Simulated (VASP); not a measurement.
# TaO4H3 in VASP: single point with PBE

Aim: the single point of TaO4H3 with PBE.

Everything below comes from runs of VASP 6.6.1. Logs are shortened: lines on timing, memory, paths and dates and some standing lists are left out, and cuts for length are marked.

## 1. The cell of the first run

The cell holds a molecule in a box, 8 atoms: a = 12.500 Å, b = 13.530 Å, c = 11.480 Å, α = 90.00°, β = 90.00°, γ = 90.00°.

## 2. Single point, PBE

INCAR reads:

```
PREC = Accurate ; ENCUT = 1000
EDIFF = 1E-6 ; ISMEAR = 0
SIGMA = 0.01 ; LREAL = False
LASPH = True ; NELM = 120
ALGO = Normal ; ISIF = 2
LWAVE = False ; LCHARG = True
GGA = PE ; LELF = True
LVHAR = True ; NBANDS = 30
GGA_COMPAT = False ; NELMDL = -8
```

KPOINTS reads:

```
regular mesh
0
Gamma
  1 1 1
```

POSCAR reads:

```
TaH3O4
1.0
   12.5000000000      0.0000000000      0.0000000000
    0.0000000000     13.5300000000      0.0000000000
    0.0000000000      0.0000000000     11.4800000000
Ta O H
1 4 3
Direct
    0.5484000000      0.5001093900      0.4780435500
    0.6200904000      0.5001093900      0.6083501700
    0.5876456000      0.6168019200      0.3919860600
    0.3975120000      0.5001093900      0.5124512200
    0.5876456000      0.3834161100      0.3919860600
    0.6397160000      0.6676238000      0.4110174200
    0.3600000000      0.5001093900      0.5865470400
    0.6397160000      0.3325942400      0.4110174200
```

Potentials or basis: VASP PAW PBE potentials, release 64 (Ta_sv_GW, O_h, H_h).

Command:

```console
$ cat potpaw_PBE.64/Ta_sv_GW/POTCAR potpaw_PBE.64/O_h/POTCAR potpaw_PBE.64/H_h/POTCAR > POTCAR
$ mpirun -np 1 vasp_gam > vasp.out
```

OUTCAR:

```text
PREC = Accurate
   ENCUT = 1000
   EDIFF = 1E-6
   ISMEAR = 0
   LREAL = False
   LASPH = True
   NELM = 120
   ISIF = 2
   GGA = PE
   NELMDL = -8

 ion  position               nearest neighbor table
   1  0.548  0.500  0.478-   2 1.74   3 1.93   5 1.93   4 1.93
   2  0.620  0.500  0.608-   1 1.74
   3  0.588  0.617  0.392-   6 0.97   1 1.93
   4  0.398  0.500  0.512-   7 0.97   1 1.93
   5  0.588  0.383  0.392-   8 0.97   1 1.93
   6  0.640  0.668  0.411-   3 0.97
   7  0.360  0.500  0.587-   4 0.97
   8  0.640  0.333  0.411-   5 0.97

  LATTYP: Found a simple orthorhombic cell.
 ALAT       =    11.4800000000
 B/A-ratio  =     1.0888501742
 C/A-ratio  =     1.1785714286

  Lattice vectors:

 A1 = (   0.0000000000,   0.0000000000,  11.4800000000)
 A2 = (  12.5000000000,   0.0000000000,   0.0000000000)
 A3 = (   0.0000000000,  13.5300000000,   0.0000000000)

Analysis of symmetry for initial positions (statically):
=====================================================================
 Subroutine PRICEL returns:
 Original cell was already a primitive cell.

 Routine SETGRP: Setting up the symmetry group for a
 simple orthorhombic supercell.

 Subroutine GETGRP returns: Found  2 space group operations
 (whereof  1 operations were pure point group operations)
 out of a pool of  8 trial point group operations.

The static configuration has the point symmetry C_1 .
 The point group associated with its full space group is C_1h.

Analysis of symmetry for dynamics (positions and initial velocities):
=====================================================================
 Subroutine PRICEL returns:
 Original cell was already a primitive cell.

 Routine SETGRP: Setting up the symmetry group for a
 simple orthorhombic supercell.

 Subroutine GETGRP returns: Found  2 space group operations
 (whereof  1 operations were pure point group operations)
 out of a pool of  8 trial point group operations.

The dynamic configuration has the point symmetry C_1 .
 The point group associated with its full space group is C_1h.

 Subroutine INISYM returns: Found  2 space group operations
 (whereof  1 operations are pure point group operations),
 and found     1 'primitive' translations

----------------------------------------------------------------------------------------

                                     Primitive cell

  volume of cell :    1941.5550

  direct lattice vectors                    reciprocal lattice vectors
    12.500000000  0.000000000  0.000000000     0.080000000  0.000000000  0.000000000
     0.000000000 13.530000000  0.000000000     0.000000000  0.073909830  0.000000000
     0.000000000  0.000000000 11.480000000     0.000000000  0.000000000  0.087108014

  length of vectors
    12.500000000 13.530000000 11.480000000     0.080000000  0.073909830  0.087108014

  position of ions in fractional coordinates (direct lattice)
     0.548400000  0.500109390  0.478043550
     0.620090400  0.500109390  0.608350170
     0.587645600  0.616801920  0.391986060
     0.397512000  0.500109390  0.512451220
     0.587645600  0.383416110  0.391986060
     0.639716000  0.667623800  0.411017420
     0.360000000  0.500109390  0.586547040
     0.639716000  0.332594240  0.411017420

  ion indices of the primitive-cell ions
   primitive index   ion index
                 1           1
                 2           2
                 3           3
                 4           4
                 5           5
                 6           6
                 7           7
                 8           8

----------------------------------------------------------------------------------------

 KPOINTS: regular mesh

Automatic generation of k-mesh.
 Grid dimensions read from file:
 generate k-points for:    1    1    1

 Generating k-lattice:

  Cartesian coordinates                     Fractional coordinates (reciprocal lattice)
     0.080000000  0.000000000  0.000000000     1.000000000  0.000000000  0.000000000
     0.000000000  0.073909830  0.000000000     0.000000000  1.000000000  0.000000000
     0.000000000  0.000000000  0.087108014     0.000000000  0.000000000  1.000000000

  Length of vectors
     0.080000000  0.073909830  0.087108014

  Shift w.r.t. Gamma in fractional coordinates (k-lattice)
     0.000000000  0.000000000  0.000000000

 Subroutine IBZKPT returns following result:
 ===========================================

 Found      1 irreducible k-points:

 Following reciprocal coordinates:
            Coordinates               Weight
  0.000000  0.000000  0.000000      1.000000
   k-points           NKPTS =      1   k-points in BZ     NKDIM =      1   number of bands    NBANDS=     30
   number of dos      NEDOS =    301   number of ions     NIONS =      8
   total plane-waves  NPLWV = ******
   dimension x,y,z NGX =   140 NGY =  140 NGZ =  120
   dimension x,y,z NGXF=   280 NGYF=  280 NGZF=  240
   ions per type =               1   4   3
   NGX,Y,Z   is equivalent  to a cutoff of  18.62, 17.20, 17.38 a.u.
   NGXF,Y,Z  is equivalent  to a cutoff of  37.24, 34.40, 34.76 a.u.
 SYSTEM =  unknown system
   PREC   = accura    normal or accurate (medium, high low for compatibility)
   ISTART =      0    job   : 0-new  1-cont  2-samecut
   ICHARG =      2    charge: 1-file 2-atom 10-const
   ISPIN  =      1    spin polarized calculation?
   LNONCOLLINEAR =      F non collinear calculations
   LSORBIT =      F    spin-orbit coupling
   LASPH  =      T    aspherical Exc in radial PAW
   ENCUT  = 1000.0 eV  73.50 Ry    8.57 a.u.  32.23 34.89 29.60*2*pi/ulx,y,z
   NELM   =    120;   NELMIN=  2; NELMDL= -8     # of ELM steps
   EDIFF  = 0.1E-05   stopping-criterion for ELM
   LREAL  =      F    real-space projection
   EDIFFG = 0.1E-04   stopping-criterion for IOM
   NSW    =      0    number of steps for IOM
   IBRION =     -1    ionic relax: 0-MD 1-quasi-New 2-CG
   NFREE  =      0    steps in history (QN), initial steepest desc. (CG)
   ISIF   =      2    stress and relaxation
   ISYM   =      2    0-nonsym 1-usesym 2-fastsym
   POTIM  = 0.5000    time-step for ionic-motion
   TEBEG  =    0.0;   TEEND  =   0.0 temperature during run
   PSTRESS=    0.0 pullay stress
   NELECT =      40.0000    total number of electrons
   NUPDOWN=      -1.0000    fix difference up-down
   EMIN   =  10.00;   EMAX   =-10.00  energy-range for DOS
   EFERMI =   0.00;   METHOD = LEGACY
   ISMEAR =     0;   SIGMA  =   0.01  broadening in eV -4-tet -1-fermi 0-gaus
   EFERMI_NEDOS =   21; number of points for ismear=-14 and -15
   IALGO  =     38    algorithm
   IMIX   =      4    mixing-type and parameters
     AMIX     =   0.40;   BMIX     =  1.00
     AMIX_MAG =   1.60;   BMIX_MAG =  1.00
  volume/ion in A,a.u.               =     242.69      1637.78
  Fermi-wavevector in a.u.,A,eV,Ry     =   0.448792  0.848094  2.740405  0.201414
  Thomas-Fermi vector in A             =   1.428487
   LORBIT       =      0    0 simple, 1 ext, 2 COOP (PROOUT), +10 PAW based schemes
   GGA     = PE    functional components
   LHFCALC =     F    Hartree Fock is set to
   AEXX    =    0.0000 exact exchange contribution
   IVDW    =     0    specifies the selected vdW correction
   LEPSILON=     F    determine dielectric tensor
   LRPA    =     F    only Hartree local field effects (RPA)
 non-spin polarized calculation
 Gauss-broadening in eV      SIGMA  =   0.01
  energy-cutoff  :     1000.00
  volume of cell :     1941.56
 maximum number of plane-waves:     69686
 NGX is ok and might be reduce to   140
   NGX = 65   NGY = 69   NGZ = 59

 number of electron      39.9999994 magnetization

 Free energy of the ion-electron system (eV)
  ---------------------------------------------------
  ext. energy  EPLUGINS =         0.00000000
  ---------------------------------------------------
  free energy    TOTEN  =       -56.95180652 eV

  energy without entropy =      -56.95180652  energy(sigma->0) =      -56.95180652

 E-fermi :  -7.2802     XC(G=0):  -0.8195

 val. band max:       -7.3917800083   @ k =   0.0000   0.0000   0.0000
 cond. band min:      -1.0794977578   @ k =   0.0000   0.0000   0.0000
 fundamental gap:      6.3122822505
 Fermi energy:        -7.2802119521

 k-point     1 :       0.0000    0.0000    0.0000
  band No.  band energies     occupation
      1     -73.1603      2.00000
      2     -39.9586      2.00000
      3     -39.7768      2.00000
      4     -39.7701      2.00000
      5     -24.3901      2.00000
      6     -24.1326      2.00000
[... 22 lines left out ...]
     29       0.5077      0.00000
     30       0.8969      0.00000

------------------------ aborting loop because EDIFF is reached ----------------------------------------

  FORCE on cell =-STRESS in cart. coord.  units (eV):
  Direction    XX          YY          ZZ          XY          YZ          ZX
  --------------------------------------------------------------------------------------
  -------------------------------------------------------------------------------------
  Total       -1.2531889     -1.1224361     -0.9053238      0.0000000      0.0000000      0.1571741
  in kB       -1.0341354     -0.9262379     -0.7470761      0.0000000      0.0000000      0.1297005
  external PRESSURE =      -0.9024831 kB  Pullay stress =       0.0000000 kB

 VOLUME and BASIS-vectors are now :
 -----------------------------------------------------------------------------
  energy-cutoff  :     1000.00
  volume of cell :     1941.56
      direct lattice vectors                 reciprocal lattice vectors
    12.500000000  0.000000000  0.000000000     0.080000000  0.000000000  0.000000000
     0.000000000 13.530000000  0.000000000     0.000000000  0.073909830  0.000000000
     0.000000000  0.000000000 11.480000000     0.000000000  0.000000000  0.087108014

 POSITION                                       TOTAL-FORCE (eV/Angst)
 -----------------------------------------------------------------------------------
      6.85500      6.76648      5.48794         0.292148      0.000000      0.389749
      7.75113      6.76648      6.98386        -0.238795      0.000000     -0.351032
      7.34557      8.34533      4.50000         0.011452     -0.022451      0.054863
      4.96890      6.76648      5.88294         0.070158      0.000000      0.021371
      7.34557      5.18762      4.50000         0.011452      0.022451      0.054863
      7.99645      9.03295      4.71848        -0.172919     -0.223419      0.007896
      4.50000      6.76648      6.73356         0.199423      0.000000     -0.185604
      7.99645      4.50000      4.71848        -0.172919      0.223419      0.007896
 -----------------------------------------------------------------------------------
    total drift:                                0.000336      0.020810      0.000368

  FREE ENERGIE OF THE ION-ELECTRON SYSTEM (eV)
  ---------------------------------------------------
  free  energy   TOTEN  =       -56.9518065175 eV

  energy  without entropy=      -56.9518065175  energy(sigma->0) =      -56.95180652
```

Wall time 7.8 min (1 thread of AMD EPYC 9R45 (Zen 5), shared host); peak memory 3.3 GiB.

Results:

- Free energy: -56.9518 eV
- Largest force: 0.487 eV/Å
- Gap between the frontier levels: 6.31 eV

Forces in eV/Å, atoms in the order of the input:
```
Ta   0.292  0.000  0.390
O   -0.239  0.000 -0.351
O    0.011 -0.022  0.055
O    0.070  0.000  0.021
O    0.011  0.022  0.055
H   -0.173 -0.223  0.008
H    0.199  0.000 -0.186
H   -0.173  0.223  0.008
```

Caveat: spin-orbit coupling is left out, which moves the levels of the heavy elements.
